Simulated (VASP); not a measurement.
Wanted: the native input for a VASP 6.6.1 run.

```
Task                   : single point
Functional             : r2SCAN
Potentials or basis    : VASP PAW PBE potentials, release 64 (Mg, Se)
Cutoff                 : 660 eV
k mesh                 : 6 × 6 × 6
Occupations            : tetrahedron
Spin                   : no spin polarisation
Dipole correction      : no
Further INCAR settings : ALGO = Normal; EDIFF = 1e-06; NBANDS = 11
```

The system is MgSe.

```
CELL_PARAMETERS angstrom
0.00000 2.73627 2.73627
2.73627 0.00000 2.73627
2.73627 2.73627 0.00000
ATOMIC_POSITIONS crystal
Mg 0.00000 0.00000 0.00000
Se 0.50000 0.50000 0.50000
```

The input as run:

POSCAR

```
MgSe
1.0
    0.0000000000      2.7362693767      2.7362693767
    2.7362693767      0.0000000000      2.7362693767
    2.7362693767      2.7362693767      0.0000000000
Mg Se
1 1
Direct
    0.0000000000      0.0000000000      0.0000000000
    0.5000000000      0.5000000000      0.5000000000
```

INCAR.step1

```
SYSTEM = MgSe
PREC     = Accurate       ! precision mode
ENCUT    = 660            ! plane-wave cutoff, eV
ISMEAR   = -5             ! smearing method
SIGMA    = 0.1            ! smearing width, eV
LREAL    = .False.        ! projectors in reciprocal space
LASPH    = .True.         ! aspherical terms in the spheres
NELM     = 120            ! most SCF steps
NBANDS   = 11             ! bands
GGA      = PE             ! functional
ALGO     = Normal         ! electronic algorithm
EDIFF    = 1E-5           ! SCF threshold, eV
LWAVE    = .True.         ! write WAVECAR
LCHARG   = .False.        ! write CHGCAR
GGA_COMPAT= .False.
```

INCAR.step2

```
SYSTEM = MgSe
PREC     = Accurate       ! precision mode
ENCUT    = 660            ! plane-wave cutoff, eV
EDIFF    = 1E-6           ! SCF threshold, eV
ISMEAR   = -5             ! smearing method
SIGMA    = 0.1            ! smearing width, eV
LREAL    = .False.        ! projectors in reciprocal space
LASPH    = .True.         ! aspherical terms in the spheres
NELM     = 120            ! most SCF steps
ALGO     = Normal         ! electronic algorithm
ISIF     = 2              ! what is computed and relaxed
LWAVE    = .False.        ! write WAVECAR
LCHARG   = .False.        ! write CHGCAR
METAGGA  = R2SCAN         ! meta-GGA
LMIXTAU  = .True.       
NBANDS   = 11             ! bands
ISTART   = 1            
GGA_COMPAT= .False.
```

KPOINTS

```
Automatic mesh
0
Gamma
  6 6 6
  0 0 0
```

Potentials or basis: VASP PAW PBE potentials, release 64 (Mg, Se).

Launch:

```sh
$ cat potpaw_PBE.64/Mg/POTCAR potpaw_PBE.64/Se/POTCAR > POTCAR
$ cp INCAR.step1 INCAR
$ mpirun -np 1 vasp_std > vasp.out
$ cp INCAR.step2 INCAR
$ mpirun -np 1 vasp_std > vasp.out
```

It gave:

```yaml
Pressure: -0.3 GPa
Band_gap_on_the_k_mesh: 2.44 eV (least direct gap 3.41 eV)
```

Caveat: the PAW data sets were made with another functional, which shifts forces and pressure a little.

Run time: 32 s on 1 thread of Intel(R) Xeon(R) Platinum 8375C CPU @ 2.90GHz (Ice Lake) (shared host), peak memory 0.18 GiB.
